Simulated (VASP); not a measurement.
# TePt (P6_3/mmc) in VASP: further runs

The runs below take TePt through single point, with LDA.

All numbers are computed with VASP 6.6.1; they aren't measurements. Logs are shortened: lines on timing, memory, paths and dates and some standing lists are left out, and cuts for length are marked.

## Step 1: The cell of the first run

Symmetry: P6_3/mmc, No. 194, hexagonal system. The conventional cell has a = 4.023 Å, b = 4.023 Å, c = 5.275 Å, α = 90.00°, β = 90.00°, γ = 120.00°. Te (site symmetry -6m2) has 6 Pt at 2.67 Å and 6 Te at 3.51 Å within 3.6 Å. Pt (site symmetry -3m) has 2 Pt at 2.64 Å and 6 Te at 2.67 Å within 3.5 Å.

## Step 2: Single point, LDA, collinear spin (18.48 Å³/atom)

The input, INCAR:

```
SYSTEM = TePt
ALGO = Normal
EDIFF = 1E-6
ENCUT = 520
ISIF = 2
ISMEAR = 0
ISPIN = 2
LASPH = .TRUE.
LCHARG = .FALSE.
LMAXMIX = 4
LORBIT = 11
LREAL = .FALSE.
LWAVE = .FALSE.
MAGMOM = 0 0 0.062 0.062
NBANDS = 28
NELM = 150
NUPDOWN = 0.125
PREC = Accurate
SIGMA = 0.15
```

The input, KPOINTS:

```
k-points
0
G
  12 12 8
  0 0 0
```

The input, POSCAR:

```
TePt
1.0
    4.0231984860      0.0000000000      0.0000000000
   -2.0115992430      3.4841920933      0.0000000000
    0.0000000000      0.0000000000      5.2745134137
Te Pt
2 2
Direct
    0.3333333333      0.6666666667      0.2500000000
    0.6666666667      0.3333333333      0.7500000000
    0.0000000000      0.0000000000      0.0000000000
    0.0000000000      0.0000000000      0.5000000000
```

Potentials or basis: VASP PAW LDA potentials, release 64 (Te, Pt).

The run is started by

```bash
$ cat potpaw_LDA.64/Te/POTCAR potpaw_LDA.64/Pt/POTCAR > POTCAR
$ mpirun -np 1 vasp_std > vasp.out
```

OUTCAR:

```text
SYSTEM = TePt
   EDIFF = 1E-6
   ENCUT = 520
   ISIF = 2
   ISMEAR = 0
   ISPIN = 2
   LASPH = .TRUE.
   LORBIT = 11
   LREAL = .FALSE.
   NELM = 150
   NUPDOWN = 0.125
   PREC = Accurate

 ion  position               nearest neighbor table
   1  0.333  0.667  0.250-   3 2.67   4 2.67   3 2.67   4 2.67   3 2.67   4 2.67   2 3.51   2 3.51
                             2 3.51   2 3.51   2 3.51   2 3.51
   2  0.667  0.333  0.750-   3 2.67   4 2.67   3 2.67   4 2.67   3 2.67   4 2.67   1 3.51   1 3.51
                             1 3.51   1 3.51   1 3.51   1 3.51
   3  0.000  0.000  0.000-   4 2.64   4 2.64   1 2.67   2 2.67   1 2.67   2 2.67   2 2.67   1 2.67

   4  0.000  0.000  0.500-   3 2.64   3 2.64   1 2.67   2 2.67   1 2.67   2 2.67   2 2.67   1 2.67

  LATTYP: Found a hexagonal cell.
 ALAT       =     4.0231984860
 C/A-ratio  =     1.3110249052

  Lattice vectors:

 A1 = (   4.0231984860,   0.0000000000,   0.0000000000)
 A2 = (  -2.0115992430,   3.4841920933,   0.0000000000)
 A3 = (   0.0000000000,   0.0000000000,   5.2745134137)

Analysis of symmetry for initial positions (statically):
=====================================================================
 Subroutine PRICEL returns:
 Original cell was already a primitive cell.

 Routine SETGRP: Setting up the symmetry group for a
 hexagonal supercell.

 Subroutine GETGRP returns: Found 24 space group operations
 (whereof 12 operations were pure point group operations)
 out of a pool of 24 trial point group operations.

The static configuration has the point symmetry D_3d.
 The point group associated with its full space group is D_6h.

Analysis of symmetry for dynamics (positions and initial velocities):
=====================================================================
 Subroutine PRICEL returns:
 Original cell was already a primitive cell.

 Routine SETGRP: Setting up the symmetry group for a
 hexagonal supercell.

 Subroutine GETGRP returns: Found 24 space group operations
 (whereof 12 operations were pure point group operations)
 out of a pool of 24 trial point group operations.

The dynamic configuration has the point symmetry D_3d.
 The point group associated with its full space group is D_6h.

Analysis of structural, dynamic, and magnetic symmetry:
=====================================================================
 Subroutine PRICEL returns:
 Original cell was already a primitive cell.

 Routine SETGRP: Setting up the symmetry group for a
 hexagonal supercell.

 Subroutine GETGRP returns: Found 24 space group operations
 (whereof 12 operations were pure point group operations)
 out of a pool of 24 trial point group operations.

The overall configuration has the point symmetry D_3d.
 The point group associated with its full space group is D_6h.

 Subroutine INISYM returns: Found 24 space group operations
 (whereof 12 operations are pure point group operations),
 and found     1 'primitive' translations

----------------------------------------------------------------------------------------

                                     Primitive cell

  volume of cell :      73.9360

  direct lattice vectors                    reciprocal lattice vectors
     4.023198486  0.000000000  0.000000000     0.248558455  0.143505291  0.000000000
    -2.011599243  3.484192093  0.000000000     0.000000000  0.287010582  0.000000000
     0.000000000  0.000000000  5.274513414     0.000000000  0.000000000  0.189590948

  length of vectors
     4.023198486  4.023198486  5.274513414     0.287010582  0.287010582  0.189590948

  position of ions in fractional coordinates (direct lattice)
     0.333333333  0.666666667  0.250000000
     0.666666667  0.333333333  0.750000000
     0.000000000  0.000000000  0.000000000
     0.000000000  0.000000000  0.500000000

  ion indices of the primitive-cell ions
   primitive index   ion index
                 1           1
                 2           2
                 3           3
                 4           4

----------------------------------------------------------------------------------------

 KPOINTS: k-points

Automatic generation of k-mesh.
 Grid dimensions read from file:
 generate k-points for:   12   12    8

 Generating k-lattice:

  Cartesian coordinates                     Fractional coordinates (reciprocal lattice)
     0.020713205  0.011958774  0.000000000     0.083333333  0.000000000  0.000000000
     0.000000000  0.023917548  0.000000000     0.000000000  0.083333333  0.000000000
     0.000000000  0.000000000  0.023698869     0.000000000  0.000000000  0.125000000

  Length of vectors
     0.023917548  0.023917548  0.023698869

  Shift w.r.t. Gamma in fractional coordinates (k-lattice)
     0.000000000  0.000000000  0.000000000

 Subroutine IBZKPT returns following result:
 ===========================================

 Found     95 irreducible k-points:

 Following reciprocal coordinates:
            Coordinates               Weight
  0.000000  0.000000  0.000000      1.000000
  0.083333  0.000000  0.000000      6.000000
  0.166667  0.000000  0.000000      6.000000
  0.250000  0.000000  0.000000      6.000000
  0.333333  0.000000  0.000000      6.000000
  0.416667  0.000000  0.000000      6.000000
[... 16 lines left out ...]
  0.250000  0.000000  0.125000     12.000000
  0.333333  0.000000  0.125000     12.000000
 [... further k-points ...]
   k-points           NKPTS =     95   k-points in BZ     NKDIM =     95   number of bands    NBANDS=     28
   number of dos      NEDOS =    301   number of ions     NIONS =      4
   total plane-waves  NPLWV =  36000
   dimension x,y,z NGX =    30 NGY =   30 NGZ =   40
   dimension x,y,z NGXF=    60 NGYF=   60 NGZF=   80
   ions per type =               2   2
   NGX,Y,Z   is equivalent  to a cutoff of  12.40, 12.40, 12.61 a.u.
   NGXF,Y,Z  is equivalent  to a cutoff of  24.79, 24.79, 25.21 a.u.
 SYSTEM =  TePt
   PREC   = accura    normal or accurate (medium, high low for compatibility)
   ISTART =      0    job   : 0-new  1-cont  2-samecut
   ICHARG =      2    charge: 1-file 2-atom 10-const
   ISPIN  =      2    spin polarized calculation?
   LNONCOLLINEAR =      F non collinear calculations
   LSORBIT =      F    spin-orbit coupling
   LASPH  =      T    aspherical Exc in radial PAW
   ENCUT  =  520.0 eV  38.22 Ry    6.18 a.u.   7.48  7.48  9.81*2*pi/ulx,y,z
   NELM   =    150;   NELMIN=  2; NELMDL= -5     # of ELM steps
   EDIFF  = 0.1E-05   stopping-criterion for ELM
   LREAL  =      F    real-space projection
   EDIFFG = 0.1E-04   stopping-criterion for IOM
   NSW    =      0    number of steps for IOM
   IBRION =     -1    ionic relax: 0-MD 1-quasi-New 2-CG
   NFREE  =      0    steps in history (QN), initial steepest desc. (CG)
   ISIF   =      2    stress and relaxation
   ISYM   =      2    0-nonsym 1-usesym 2-fastsym
   POTIM  = 0.5000    time-step for ionic-motion
   TEBEG  =    0.0;   TEEND  =   0.0 temperature during run
   PSTRESS=    0.0 pullay stress
   NELECT =      32.0000    total number of electrons
   NUPDOWN=       0.1250    fix difference up-down
   EMIN   =  10.00;   EMAX   =-10.00  energy-range for DOS
   EFERMI =   0.00;   METHOD = LEGACY
   ISMEAR =     0;   SIGMA  =   0.15  broadening in eV -4-tet -1-fermi 0-gaus
   EFERMI_NEDOS =   21; number of points for ismear=-14 and -15
   IALGO  =     38    algorithm
   IMIX   =      4    mixing-type and parameters
     AMIX     =   0.40;   BMIX     =  1.00
     AMIX_MAG =   1.60;   BMIX_MAG =  1.00
  volume/ion in A,a.u.               =      18.48       124.74
  Fermi-wavevector in a.u.,A,eV,Ry     =   1.238339  2.340121 20.864305  1.533483
  Thomas-Fermi vector in A             =   2.372868
   LORBIT       =     11    0 simple, 1 ext, 2 COOP (PROOUT), +10 PAW based schemes
   GGA     = CA    functional components
   LHFCALC =     F    Hartree Fock is set to
   AEXX    =    0.0000 exact exchange contribution
   IVDW    =     0    specifies the selected vdW correction
   LEPSILON=     F    determine dielectric tensor
   LRPA    =     F    only Hartree local field effects (RPA)
 spin polarized calculation
 Gauss-broadening in eV      SIGMA  =   0.15
  energy-cutoff  :      520.00
  volume of cell :       73.94
 maximum number of plane-waves:      2009
 NGX is ok and might be reduce to    30
   NGX = 15   NGY = 15   NGZ = 19

 number of electron      31.9999996 magnetization       0.1250008

 Free energy of the ion-electron system (eV)
  ---------------------------------------------------
  ext. energy  EPLUGINS =         0.00000000
  ---------------------------------------------------
  free energy    TOTEN  =       -22.76103566 eV

  energy without entropy =      -22.73821705  energy(sigma->0) =      -22.74962635

 E-fermi :  12.1412     XC(G=0): -12.1637

 val. band max:       12.2315253786   @ k =   0.2500   0.2500   0.1250
 cond. band min:      12.1432395658   @ k =   0.0833   0.0000   0.1250
 fundamental gap:     -0.0882858128
 Fermi energy:        12.2440422629

 spin component 1

 k-point     1 :       0.0000    0.0000    0.0000
  band No.  band energies     occupation
      1      -3.3895      1.00000
      2       0.2728      1.00000
      3       3.5452      1.00000
      4       4.6630      1.00000
      5       4.6630      1.00000
      6       5.2221      1.00000
[... 733 lines left out ...]
     27      23.3522      0.00000
     28      23.5564      0.00000

 [... further k-points ...]

 spin component 2

 k-point     1 :       0.0000    0.0000    0.0000
  band No.  band energies     occupation
      1      -3.3735      1.00000
      2       0.2894      1.00000
      3       3.5613      1.00000
      4       4.6803      1.00000
      5       4.6803      1.00000
      6       5.2409      1.00000
[... 733 lines left out ...]
     27      23.3657      0.00000
     28      23.5714      0.00000

 [... further k-points ...]

------------------------ aborting loop because EDIFF is reached ----------------------------------------

  FORCE on cell =-STRESS in cart. coord.  units (eV):
  Direction    XX          YY          ZZ          XY          YZ          ZX
  --------------------------------------------------------------------------------------
  -------------------------------------------------------------------------------------
  Total       11.7347337     11.7347337     12.8829597      0.0000000     -0.0000000      0.0000000
  in kB      254.2891725    254.2891725    279.1709858      0.0000000     -0.0000000      0.0000000
  external PRESSURE =     262.5831103 kB  Pullay stress =       0.0000000 kB

 VOLUME and BASIS-vectors are now :
 -----------------------------------------------------------------------------
  energy-cutoff  :      520.00
  volume of cell :       73.94
      direct lattice vectors                 reciprocal lattice vectors
     4.023198486  0.000000000  0.000000000     0.248558455  0.143505291  0.000000000
    -2.011599243  3.484192093  0.000000000     0.000000000  0.287010582  0.000000000
     0.000000000  0.000000000  5.274513414     0.000000000  0.000000000  0.189590948

 POSITION                                       TOTAL-FORCE (eV/Angst)
 -----------------------------------------------------------------------------------
     -0.00000      2.32279      1.31863        -0.000000     -0.000000      0.000000
      2.01160      1.16140      3.95589        -0.000000      0.000000      0.000000
      0.00000      0.00000      0.00000         0.000000      0.000000      0.000000
      0.00000      0.00000      2.63726         0.000000      0.000000      0.000000
 -----------------------------------------------------------------------------------
    total drift:                               -0.000000      0.000000      0.000000

  FREE ENERGIE OF THE ION-ELECTRON SYSTEM (eV)
  ---------------------------------------------------
  free  energy   TOTEN  =       -22.7610356611 eV

  energy  without entropy=      -22.7382170452  energy(sigma->0) =      -22.74962635

 total charge

# of ion       s       p       d       tot
------------------------------------------
    1        1.416   1.878   0.153   3.447
    2        1.416   1.878   0.153   3.447
    3        0.700   0.682   8.351   9.733
    4        0.700   0.682   8.351   9.733
--------------------------------------------------
tot          4.233   5.121  17.007  26.361

 magnetization (x)

# of ion       s       p       d       tot
------------------------------------------
    1        0.004   0.014   0.001   0.019
    2        0.004   0.014   0.001   0.019
    3        0.002   0.005   0.025   0.032
    4        0.002   0.005   0.025   0.032
--------------------------------------------------
tot          0.011   0.037   0.053   0.101
```

Wall time 4.3 min (1 thread of Intel Xeon Platinum 8488C (Sapphire Rapids), shared host); peak memory 0.37 GiB.

What came out:

* Free energy: -22.7610 eV
* Pressure: 26.3 GPa
* Net moment: 0.13 μB per cell
* Site moments: Te +0.02; Pt +0.03 μB
* Valence electrons inside the program's atomic spheres: Te 3.45; Pt 9.73

Caveat: the cell stands under pressure; spin-orbit coupling is left out, which moves the levels of the heavy elements; the total moment is fixed, so each spin has its own Fermi level and the state may be an excited one.

## Step 3: Single point, LDA, collinear spin (23.52 Å³/atom)

This run uses another cell than the first one, of 23.52 Å³/atom.

The input, INCAR:

```
PREC = Accurate ; ENCUT = 520
EDIFF = 1E-7 ; ISMEAR = 0
SIGMA = 0.15 ; LREAL = F
LASPH = T ; NELM = 150
ALGO = Normal ; ISIF = 2
LWAVE = F ; LCHARG = T
ISPIN = 2 ; MAGMOM = 0 0 0.062 0.062
LORBIT = 11 ; NUPDOWN = 0.125
LMAXMIX = 4 ; LELF = T
LVHAR = T ; NBANDS = 28
```

The input, KPOINTS:

```
Automatic mesh
0
Gamma
  12 12 8
```

The input, POSCAR:

```
TePt
1.0
    4.3599000120      0.0000000000      0.0000000000
   -2.1799500060      3.7757841684      0.0000000000
    0.0000000000      0.0000000000      5.7159375000
Te Pt
2 2
Direct
    0.3333333333      0.6666666667      0.2500000000
    0.6666666667      0.3333333333      0.7500000000
    0.0000000000      0.0000000000      0.0000000000
    0.0000000000      0.0000000000      0.5000000000
```

Potentials or basis: VASP PAW LDA potentials, release 64 (Te, Pt).

The run is started by

```bash
$ cat potpaw_LDA.64/Te/POTCAR potpaw_LDA.64/Pt/POTCAR > POTCAR
$ mpirun -np 1 vasp_std > vasp.out
```

Run time: 3.4 min. Hardware: 1 thread of Intel Xeon Platinum 8559C (Emerald Rapids), shared host; peak memory 0.45 GiB.

It converged, with:

- Free energy: -23.0790 eV
- Pressure: -12.3 GPa
- Net moment: 0.12 μB per cell
- Site moments: Te +0.02; Pt +0.03 μB
- Valence electrons inside the program's atomic spheres: Te 3.24; Pt 9.16

Stress tensor (GPa, compression positive):
```
-11.98   0.00   0.00
  0.00 -11.98   0.00
  0.00   0.00 -12.83
```

Caveat: the cell stands under tension; spin-orbit coupling is left out, which moves the levels of the heavy elements; the total moment is fixed, so each spin has its own Fermi level and the state may be an excited one.

## Step 4: Single point, LDA, collinear spin (21.84 Å³/atom)

This run uses another cell than the first one, of 21.84 Å³/atom.

The input, INCAR:

```
SYSTEM = TePt
PREC     = Accurate       ! precision mode
ENCUT    = 520            ! plane-wave cutoff, eV
EDIFF    = 1E-6           ! SCF threshold, eV
ISMEAR   = 0              ! smearing method
SIGMA    = 0.15           ! smearing width, eV
LREAL    = .False.        ! projectors in reciprocal space
LASPH    = .True.         ! aspherical terms in the spheres
NELM     = 150            ! most SCF steps
ALGO     = Normal         ! electronic algorithm
ISIF     = 2              ! what is computed and relaxed
LWAVE    = .False.        ! write WAVECAR
LCHARG   = .False.        ! write CHGCAR
ISPIN    = 2              ! spin polarisation
MAGMOM   = 0 0 0.062 0.062 ! initial moments
LORBIT   = 11             ! projections on sites
NUPDOWN  = 0.125          ! fixed moment
LMAXMIX  = 4              ! l up to which the mixer works
GGA      = CA             ! functional
NBANDS   = 28             ! bands
```

The input, KPOINTS:

```
Automatic mesh
0
Gamma
  12 12 8
  0 0 0
```

The input, POSCAR:

```
TePt
1.0
    4.2535368066      0.0000000000      0.0000000000
   -2.1267684033      3.6836709304      0.0000000000
    0.0000000000      0.0000000000      5.5764926886
Te Pt
2 2
Direct
    0.3333333333      0.6666666667      0.2500000000
    0.6666666667      0.3333333333      0.7500000000
    0.0000000000      0.0000000000      0.0000000000
    0.0000000000      0.0000000000      0.5000000000
```

The run is started by

```bash
$ cat potpaw_LDA.64/Te/POTCAR potpaw_LDA.64/Pt/POTCAR > POTCAR
$ mpirun -np 1 vasp_std > vasp.out
```

Run time: 3.4 min. Hardware: 1 thread of AMD EPYC 7R13 (Zen 3), shared host; peak memory 0.4 GiB.

The run converged. Its results:

```yaml
Free_energy: -23.4509 eV
Pressure: -5.0 GPa
Net_moment: 0.12 μB per cell
Site_moments: Te +0.02; Pt +0.03 μB
Valence_electrons_inside_the_program's_atomic_spheres: Te 3.29; Pt 9.30
```

Stress tensor (GPa, compression positive):
```
-4.90  0.00  0.00
 0.00 -4.90  0.00
 0.00  0.00 -5.21
```

Caveat: the cell stands under tension; spin-orbit coupling is left out, which moves the levels of the heavy elements; the total moment is fixed, so each spin has its own Fermi level and the state may be an excited one.

## Step 5: Summary

| cell | pressure (GPa) | moment (μB) |
| --- | --- | --- |
| a = 4.023, b = 4.023, c = 5.275 Å, angles 90.0, 90.0, 120.0°, 4 atoms | 26.3 | 0.13 |
| a = 4.360, b = 4.360, c = 5.716 Å, angles 90.0, 90.0, 120.0°, 4 atoms | -12.3 | 0.12 |
| a = 4.254, b = 4.254, c = 5.576 Å, angles 90.0, 90.0, 120.0°, 4 atoms | -5.0 | 0.12 |

Alike in all rows: task single point; level LDA; potentials or basis VASP PAW LDA potentials, release 64 (Te, Pt); spin collinear; fixed moment (μB) 0.125; k mesh 12 × 12 × 8; cutoff (eV) 520; smearing gaussian 0.15 eV.

Caveats: spin-orbit coupling is left out, which moves the levels of the heavy elements; the total moment is fixed, so each spin has its own Fermi level and the state may be an excited one; the cell stands under tension (at least some runs); the cell stands under pressure (at least some runs).

Total energies depend on the potentials used, so only differences within one code and one set of settings carry meaning.
